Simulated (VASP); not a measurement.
# Al (P6_3/mmc) in VASP: further runs

The runs below take Al through single point, with LDA.

Everything below comes from runs of VASP 6.6.1. Logs are shortened: lines on timing, memory, paths and dates and some standing lists are left out, and cuts for length are marked.

### Step 1. The cell of the first run

The structure is hexagonal, space group P6_3/mmc (No. 194). Conventional cell: a = 2.812 Å, b = 2.812 Å, c = 4.867 Å, α = 90.00°, β = 90.00°, γ = 120.00°. Within 3.7 Å of Al (site symmetry -6m2) lie 12 Al at 2.81 to 2.93 Å.

### Step 2. Single point, LDA

Contents of INCAR:

```
SYSTEM = Al
ALGO     = Normal         ! electronic algorithm
EDIFF    = 1E-6           ! SCF threshold, eV
ENCUT    = 520            ! plane-wave cutoff, eV
ISIF     = 2              ! what is computed and relaxed
ISMEAR   = -1             ! smearing method
LASPH    = .TRUE.         ! aspherical terms in the spheres
LCHARG   = .FALSE.        ! write CHGCAR
LREAL    = .FALSE.        ! projectors in reciprocal space
LWAVE    = .FALSE.        ! write WAVECAR
NBANDS   = 10             ! bands
NELM     = 80             ! most SCF steps
PREC     = Accurate       ! precision mode
SIGMA    = 0.1            ! smearing width, eV
```

Contents of KPOINTS:

```
k-points
0
G
  14 14 7
  0 0 0
```

Contents of POSCAR:

```
Al
1.0
    2.8124550000      0.0000000000      0.0000000000
   -1.4062275000      2.4356574770      0.0000000000
    0.0000000000      0.0000000000      4.8668500000
Al
2
Direct
    0.6666666667      0.3333333333      0.7500000000
    0.3333333333      0.6666666667      0.2500000000
```

Potentials or basis: VASP PAW LDA potentials, release 64 (Al).

On the command line:

```bash
> cat potpaw_LDA.64/Al/POTCAR > POTCAR
> mpirun -np 1 vasp_std > vasp.out
```

OUTCAR:

```text
SYSTEM = Al
   EDIFF = 1E-6
   ENCUT = 520
   ISIF = 2
   ISMEAR = -1
   LASPH = .TRUE.
   LREAL = .FALSE.
   NELM = 80
   PREC = Accurate

 ion  position               nearest neighbor table
   1  0.667  0.333  0.750-   2 2.93   2 2.93   2 2.93   2 2.93   2 2.93   2 2.93
   2  0.333  0.667  0.250-   1 2.93   1 2.93   1 2.93   1 2.93   1 2.93   1 2.93

  LATTYP: Found a hexagonal cell.
 ALAT       =     2.8124550000
 C/A-ratio  =     1.7304632430

  Lattice vectors:

 A1 = (   2.8124550000,   0.0000000000,   0.0000000000)
 A2 = (  -1.4062275000,   2.4356574770,   0.0000000000)
 A3 = (   0.0000000000,   0.0000000000,   4.8668500000)

Analysis of symmetry for initial positions (statically):
=====================================================================
 Subroutine PRICEL returns:
 Original cell was already a primitive cell.

 Routine SETGRP: Setting up the symmetry group for a
 hexagonal supercell.

 Subroutine GETGRP returns: Found 24 space group operations
 (whereof 12 operations were pure point group operations)
 out of a pool of 24 trial point group operations.

The static configuration has the point symmetry D_3d.
 The point group associated with its full space group is D_6h.

Analysis of symmetry for dynamics (positions and initial velocities):
=====================================================================
 Subroutine PRICEL returns:
 Original cell was already a primitive cell.

 Routine SETGRP: Setting up the symmetry group for a
 hexagonal supercell.

 Subroutine GETGRP returns: Found 24 space group operations
 (whereof 12 operations were pure point group operations)
 out of a pool of 24 trial point group operations.

The dynamic configuration has the point symmetry D_3d.
 The point group associated with its full space group is D_6h.

 Subroutine INISYM returns: Found 24 space group operations
 (whereof 12 operations are pure point group operations),
 and found     1 'primitive' translations

----------------------------------------------------------------------------------------

                                     Primitive cell

  volume of cell :      33.3388

  direct lattice vectors                    reciprocal lattice vectors
     2.812455000  0.000000000  0.000000000     0.355561245  0.205283380  0.000000000
    -1.406227500  2.435657477  0.000000000     0.000000000  0.410566760  0.000000000
     0.000000000  0.000000000  4.866850000     0.000000000  0.000000000  0.205471712

  length of vectors
     2.812455000  2.812455000  4.866850000     0.410566760  0.410566760  0.205471712

  position of ions in fractional coordinates (direct lattice)
     0.666666667  0.333333333  0.750000000
     0.333333333  0.666666667  0.250000000

  ion indices of the primitive-cell ions
   primitive index   ion index
                 1           1
                 2           2

----------------------------------------------------------------------------------------

 KPOINTS: k-points

Automatic generation of k-mesh.
 Grid dimensions read from file:
 generate k-points for:   14   14    7

 Generating k-lattice:

  Cartesian coordinates                     Fractional coordinates (reciprocal lattice)
     0.025397232  0.014663099  0.000000000     0.071428571  0.000000000  0.000000000
     0.000000000  0.029326197  0.000000000     0.000000000  0.071428571  0.000000000
     0.000000000  0.000000000  0.029353102     0.000000000  0.000000000  0.142857143

  Length of vectors
     0.029326197  0.029326197  0.029353102

  Shift w.r.t. Gamma in fractional coordinates (k-lattice)
     0.000000000  0.000000000  0.000000000

 Subroutine IBZKPT returns following result:
 ===========================================

 Found     96 irreducible k-points:

 Following reciprocal coordinates:
            Coordinates               Weight
  0.000000  0.000000  0.000000      1.000000
  0.071429 -0.000000  0.000000      6.000000
  0.142857 -0.000000  0.000000      6.000000
  0.214286  0.000000  0.000000      6.000000
  0.285714  0.000000  0.000000      6.000000
  0.357143  0.000000  0.000000      6.000000
[... 16 lines left out ...]
  0.285714  0.285714  0.000000      6.000000
  0.357143  0.285714  0.000000      6.000000
 [... further k-points ...]
   k-points           NKPTS =     96   k-points in BZ     NKDIM =     96   number of bands    NBANDS=     10
   number of dos      NEDOS =    301   number of ions     NIONS =      2
   total plane-waves  NPLWV =  20736
   dimension x,y,z NGX =    24 NGY =   24 NGZ =   36
   dimension x,y,z NGXF=    48 NGYF=   48 NGZF=   72
   ions per type =               2
   NGX,Y,Z   is equivalent  to a cutoff of  14.19, 14.19, 12.30 a.u.
   NGXF,Y,Z  is equivalent  to a cutoff of  28.37, 28.37, 24.59 a.u.
 SYSTEM =  Al
   PREC   = accura    normal or accurate (medium, high low for compatibility)
   ISTART =      0    job   : 0-new  1-cont  2-samecut
   ICHARG =      2    charge: 1-file 2-atom 10-const
   ISPIN  =      1    spin polarized calculation?
   LNONCOLLINEAR =      F non collinear calculations
   LSORBIT =      F    spin-orbit coupling
   LASPH  =      T    aspherical Exc in radial PAW
   ENCUT  =  520.0 eV  38.22 Ry    6.18 a.u.   5.23  5.23  9.05*2*pi/ulx,y,z
   NELM   =     80;   NELMIN=  2; NELMDL= -5     # of ELM steps
   EDIFF  = 0.1E-05   stopping-criterion for ELM
   LREAL  =      F    real-space projection
   EDIFFG = 0.1E-04   stopping-criterion for IOM
   NSW    =      0    number of steps for IOM
   IBRION =     -1    ionic relax: 0-MD 1-quasi-New 2-CG
   NFREE  =      0    steps in history (QN), initial steepest desc. (CG)
   ISIF   =      2    stress and relaxation
   ISYM   =      2    0-nonsym 1-usesym 2-fastsym
   POTIM  = 0.5000    time-step for ionic-motion
   TEBEG  =    0.0;   TEEND  =   0.0 temperature during run
   PSTRESS=    0.0 pullay stress
   NELECT =       6.0000    total number of electrons
   NUPDOWN=      -1.0000    fix difference up-down
   EMIN   =  10.00;   EMAX   =-10.00  energy-range for DOS
   EFERMI =   0.00;   METHOD = LEGACY
   ISMEAR =    -1;   SIGMA  =   0.10  broadening in eV -4-tet -1-fermi 0-gaus
   EFERMI_NEDOS =   21; number of points for ismear=-14 and -15
   IALGO  =     38    algorithm
   IMIX   =      4    mixing-type and parameters
     AMIX     =   0.40;   BMIX     =  1.00
     AMIX_MAG =   1.60;   BMIX_MAG =  1.00
  volume/ion in A,a.u.               =      16.67       112.49
  Fermi-wavevector in a.u.,A,eV,Ry     =   0.924291  1.746656 11.623642  0.854314
  Thomas-Fermi vector in A             =   2.050021
   LORBIT       =      0    0 simple, 1 ext, 2 COOP (PROOUT), +10 PAW based schemes
   GGA     = CA    functional components
   LHFCALC =     F    Hartree Fock is set to
   AEXX    =    0.0000 exact exchange contribution
   IVDW    =     0    specifies the selected vdW correction
   LEPSILON=     F    determine dielectric tensor
   LRPA    =     F    only Hartree local field effects (RPA)
 non-spin polarized calculation
  energy-cutoff  :      520.00
  volume of cell :       33.34
 maximum number of plane-waves:       912
 NGX is ok and might be reduce to    24
   NGX = 11   NGY = 11   NGZ = 19

 number of electron       6.0000000 magnetization

 Free energy of the ion-electron system (eV)
  ---------------------------------------------------
  ext. energy  EPLUGINS =         0.00000000
  ---------------------------------------------------
  free energy    TOTEN  =        -8.31069194 eV

  energy without entropy =       -8.28665519  energy(sigma->0) =       -8.29867356

 E-fermi :   7.6572     XC(G=0): -10.3052

 val. band max:        7.6507826380   @ k =   0.2143   0.0000   0.2857
 cond. band min:       7.6870491819   @ k =   0.3571   0.0000   0.4286
 fundamental gap:      0.0362665439
 Fermi energy:         7.6572443189

 k-point     1 :       0.0000    0.0000    0.0000
  band No.  band energies     occupation
      1      -3.3493      2.00000
      2       2.6039      2.00000
      3       2.9032      2.00000
      4      18.8121      0.00000
      5      18.9889      0.00000
      6      18.9889      0.00000
      7      19.2871      0.00000
      8      19.2871      0.00000
      9      19.8967      0.00000
     10      22.3282      0.00000

 k-point     2 :       0.0714   -0.0000    0.0000
  band No.  band energies     occupation
      1      -3.2224      2.00000
      2       2.7285      2.00000
      3       3.0216      2.00000
      4      16.7154      0.00000
      5      17.7269      0.00000
      6      18.5632      0.00000
      7      19.8596      0.00000
      8      19.9514      0.00000
      9      20.7562      0.00000
     10      21.7830      0.00000

 k-point     3 :       0.1429   -0.0000    0.0000
  band No.  band energies     occupation
      1      -2.8422      2.00000
      2       3.1003      2.00000
      3       3.3769      2.00000
      4      14.0123      0.00000
      5      16.5445      0.00000
      6      17.7070      0.00000
      7      18.9065      0.00000
      8      19.5296      0.00000
      9      20.7097      0.00000
     10      20.7687      0.00000

 k-point     4 :       0.2143    0.0000    0.0000
  band No.  band energies     occupation
      1      -2.2110      2.00000
      2       3.7127      2.00000
      3       3.9689      2.00000
      4      11.3988      0.00000
      5      15.5776      0.00000
      6      16.2195      0.00000
      7      17.1971      0.00000
      8      17.4380      0.00000
      9      20.3543      0.00000
     10      20.8368      0.00000
[... 222 lines left out ...]
 k-point    22 :       0.3571    0.2143    0.0000
  band No.  band energies     occupation
      1       2.7291      2.00000
      2       4.4028      2.00000
      3       7.5254      1.57769
      4       8.6185      0.00013
      5       8.7291      0.00004
      6      10.4584      0.00000
      7      10.6853      0.00000
      8      13.7414      0.00000
      9      13.9631      0.00000
     10      22.2937      0.00000

 k-point    23 :       0.2857    0.2857    0.0000
  band No.  band energies     occupation
      1       2.6094      2.00000
      2       5.8082      2.00000
      3       6.0183      2.00000
      4       8.5321      0.00032
      5       8.6223      0.00013
      6      11.4505      0.00000
      7      11.6479      0.00000
      8      12.4564      0.00000
      9      12.7070      0.00000
     10      24.4854      0.00000

 k-point    24 :       0.3571    0.2857    0.0000
  band No.  band energies     occupation
      1       4.1146      2.00000
      2       4.2246      2.00000
      3       5.8187      2.00000
      4       9.4879      0.00000
      5       9.7035      0.00000
      6      10.3595      0.00000
      7      10.7964      0.00000
      8      12.0662      0.00000
      9      12.2709      0.00000
     10      24.8266      0.00000

 [... further k-points ...]
[... 5 lines left out ...]
  --------------------------------------------------------------------------------------
  -------------------------------------------------------------------------------------
  Total       -0.5168737     -0.5168737     -0.7996756      0.0000000     -0.0000000      0.0000000
  in kB      -24.8396385    -24.8396385    -38.4303795      0.0000000     -0.0000000      0.0000000
  external PRESSURE =     -29.3698855 kB  Pullay stress =       0.0000000 kB

 VOLUME and BASIS-vectors are now :
 -----------------------------------------------------------------------------
  energy-cutoff  :      520.00
  volume of cell :       33.34
      direct lattice vectors                 reciprocal lattice vectors
     2.812455000  0.000000000  0.000000000     0.355561245  0.205283380  0.000000000
    -1.406227500  2.435657477  0.000000000     0.000000000  0.410566760  0.000000000
     0.000000000  0.000000000  4.866850000     0.000000000  0.000000000  0.205471712

 POSITION                                       TOTAL-FORCE (eV/Angst)
 -----------------------------------------------------------------------------------
      1.40623      0.81189      3.65014         0.000000     -0.000000      0.000000
     -0.00000      1.62377      1.21671        -0.000000      0.000000      0.000000
 -----------------------------------------------------------------------------------
    total drift:                                0.000000     -0.000000      0.000000

  FREE ENERGIE OF THE ION-ELECTRON SYSTEM (eV)
  ---------------------------------------------------
  free  energy   TOTEN  =        -8.3106919401 eV

  energy  without entropy=       -8.2866551856  energy(sigma->0) =       -8.29867356
```

Run time: 6.8 s. Hardware: 1 thread of Intel Xeon 6975P-C (Granite Rapids), shared host; peak memory 0.14 GiB.

Results:

```yaml
Free_energy: -8.3107 eV
Pressure: -2.9 GPa
Band_gap_on_the_k_mesh: zero (band 3 reaches 10.17 eV, above the bottom of band 4 at 4.85 eV)
```

### Step 3. Single point, LDA

Contents of INCAR:

```
PREC = Accurate
ENCUT = 520
EDIFF = 1E-6
ISMEAR = -1
SIGMA = 0.1
LREAL = False
LASPH = True
NELM = 100
ALGO = Normal
ISIF = 2
LWAVE = False
LCHARG = False
GGA = CA
NBANDS = 10
```

Contents of KPOINTS:

```
regular mesh
0
Gamma
  14 14 7
```

POSCAR is that of step 2.

Potentials or basis: VASP PAW LDA potentials, release 64 (Al).

On the command line:

```bash
> cat potpaw_LDA.64/Al/POTCAR > POTCAR
> mpirun -np 1 vasp_std > vasp.out
```

Wall time 6.6 s (1 thread of Intel Xeon 6975P-C (Granite Rapids), shared host); peak memory 0.14 GiB.

The run converged. Its results:

```yaml
Free_energy: -8.3107 eV
Pressure: -2.9 GPa
Band_gap_on_the_k_mesh: zero (band 3 reaches 10.17 eV, above the bottom of band 4 at 4.85 eV)
```

Stress tensor (GPa, compression positive):
```
-2.48  0.00  0.00
 0.00 -2.48  0.00
 0.00  0.00 -3.84
```

Levels at points of the mesh, in eV from the Fermi level:
| k point | band 1 | band 2 | band 3 | band 4 | band 5 | band 6 | band 7 |
| --- | --- | --- | --- | --- | --- | --- | --- |
| (0.00, 0.00, 0.00) | -11.01 | -5.05 | -4.75 | 11.15 | 11.33 | 11.33 | 11.63 |
| (0.50, 0.00, 0.00) | -4.99 | -4.86 | 0.60 | 0.65 | 1.31 | 1.52 | 6.21 |
